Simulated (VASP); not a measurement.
Here is a VASP 6.6.1 calculation.

POSCAR

```
Ni2Ge
1.0
    3.6598892839      0.0000000000      0.0000000000
   -1.8299446419      3.1695570949      0.0000000000
    0.0000000000      0.0000000000      4.6343854845
Ni Ge
4 2
Direct
    0.6666666667      0.3333333333      0.2500000000
    0.3333333333      0.6666666667      0.7500000000
    0.0000000000      0.0000000000      0.0000000000
    0.0000000000      0.0000000000      0.5000000000
    0.6666666667      0.3333333333      0.7500000000
    0.3333333333      0.6666666667      0.2500000000
```

Contents of INCAR.step1:

```
PREC = Accurate ; ENCUT = 520
ISMEAR = 0 ; SIGMA = 0.15
LREAL = False ; LASPH = True
NELM = 100 ; NBANDS = 43
GGA = PE ; ALGO = Normal
EDIFF = 1E-4 ; LWAVE = True
LCHARG = False
```

File INCAR.step2:

```
PREC = Accurate ; ENCUT = 520
EDIFF = 1E-6 ; ISMEAR = 0
SIGMA = 0.15 ; LREAL = False
LASPH = True ; NELM = 100
ALGO = Normal ; ISIF = 2
LWAVE = False ; LCHARG = True
METAGGA = R2SCAN ; LMIXTAU = True
LELF = True ; LVHAR = True
NBANDS = 43 ; ISTART = 1
```

The input KPOINTS:

```
Automatic mesh
0
Gamma
  12 12 10
```

Potentials or basis: VASP PAW PBE potentials, release 64 (Ni, Ge_d).

The run is started by

```sh
$ cat potpaw_PBE.64/Ni/POTCAR potpaw_PBE.64/Ge_d/POTCAR > POTCAR
$ cp INCAR.step1 INCAR
$ mpirun -np 1 vasp_std > vasp.out
$ cp INCAR.step2 INCAR
$ mpirun -np 1 vasp_std > vasp.out
```

(1) Predict the pressure.

(2) Estimate the band gap on the k mesh.

Answers

(1) 91.2 GPa.

(2) zero (band 34 reaches 18.06 eV, above the bottom of band 35 at 13.56 eV).

Caveat: the cell differs from its parent crystal (strain -0.080 along x and y, -0.080 along z); the PAW data sets were made with another functional, which shifts forces and pressure a little.
